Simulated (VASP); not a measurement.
A run of VASP 6.6.1 is set up as follows.

INCAR

```
ALGO = Normal ; EDIFF = 1E-8
ENCUT = 520 ; GGA = CA
ISIF = 2 ; ISMEAR = -1
LASPH = T ; LCHARG = F
LEFG = T ; LREAL = F
LWAVE = F ; NBANDS = 10
NELM = 60 ; PREC = Accurate
SIGMA = 0.03
```

Contents of KPOINTS:

```
k-points
0
Gamma
  14 14 14
```

File POSCAR:

```
Re
1.0
    0.0000000000      1.9750000000      1.9355000000
    1.9750000000      0.0000000000      1.9355000000
    1.9750000000      1.9750000000      0.0000000000
Re
1
Direct
    0.0000000000      0.0000000000      0.0000000000
```

Potentials or basis: VASP PAW LDA potentials, release 64 (Re).

Run with:

```sh
$ cat potpaw_LDA.64/Re/POTCAR > POTCAR
$ mpirun -np 1 vasp_std > vasp.out
```

(1) What does it give for the pressure?

Answers

(1) -16.7 GPa.

Caveat: the cell differs from its parent crystal (zz strain of -2 %); without QUAD_EFG the Cq values of the log hold for a quadrupole moment of 1 mb, not for the nuclei.
